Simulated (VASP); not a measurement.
Here is a VASP 6.6.1 calculation.

File INCAR:

```
PREC = Accurate ; ENCUT = 520
EDIFF = 1E-6 ; ISMEAR = 0
SIGMA = 0.1 ; LREAL = False
LASPH = True ; NELM = 80
ALGO = Normal ; ISIF = 2
LWAVE = False ; LCHARG = False
GGA = PE ; NBANDS = 39
```

The input KPOINTS:

```
Automatic mesh
0
Gamma
  12 12 4
```

File POSCAR:

```
Sn3TeO2
1.0
    3.1309184677      0.0000000000      0.0000000000
    0.0000000000      3.1309184677      0.0000000000
    0.0000000000      0.0000000000     13.5554038015
Sn Te O
3 1 2
Direct
    0.5000000000      0.5000000000      0.2323792806
    0.5000000000      0.5000000000      0.5000000000
    0.5000000000      0.5000000000      0.7676207194
    0.0000000000      0.0000000000      0.0000000000
    0.0000000000      0.0000000000      0.2998694984
    0.0000000000      0.0000000000      0.7001305016
```

Potentials or basis: VASP PAW PBE potentials, release 64 (Sn_d, Te, O).

Launch:

```console
$ cat potpaw_PBE.64/Sn_d/POTCAR potpaw_PBE.64/Te/POTCAR potpaw_PBE.64/O/POTCAR > POTCAR
$ mpirun -np 1 vasp_std > vasp.out
```

Problem. Predict the largest force.

Solution. 0.020 eV/Å.

Problem. Predict the pressure.

Solution. 0.0 GPa.

Problem. Predict the band gap on the k mesh.

Solution. Zero (bands 30 and 31 overlap by 2.61 eV).

Forces on the atoms (eV/Å):
```
Sn   0.000  0.000 -0.020
Sn   0.000  0.000  0.000
Sn   0.000  0.000  0.020
Te   0.000  0.000  0.000
O    0.000  0.000  0.019
O    0.000  0.000 -0.019
```

Caveat: spin-orbit coupling is left out, which moves the levels of the heavy elements.
